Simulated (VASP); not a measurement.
Fe:

```
Fe
1.0
    -1.36502    1.36502    1.36502
     1.36502   -1.36502    1.36502
     1.36502    1.36502   -1.36502
Fe
1
Cartesian
  0.0000 0.0000 0.0000
```

Base run:

```yaml
Program: VASP 6.6.1
Functional: r2SCAN
Potentials_or_basis: VASP PAW PBE potentials, release 64 (Fe)
Cutoff: 520 eV
k_mesh: 16 × 16 × 16
Occupations: gaussian, width 0.01 eV
Spin: no spin polarisation
```

Its results: band gap on the k mesh zero (band 4 reaches 7.96 eV, above the bottom of band 5 at 5.84 eV); pressure -0.2 GPa.

**Question.** The run is repeated on the same cell with these changes: cutoff from 520 eV to 660 eV; occupations from gaussian, width 0.01 eV to fermi-dirac, width 0.3 eV. What comes out?

**Answer.** Band gap on the k mesh zero (band 4 reaches 8.05 eV, above the bottom of band 5 at 5.92 eV); pressure 6.2 GPa.

Caveats: the PAW data sets were made with another functional, which shifts forces and pressure a little; the run has no spin polarisation, though such a crystal can be magnetic.
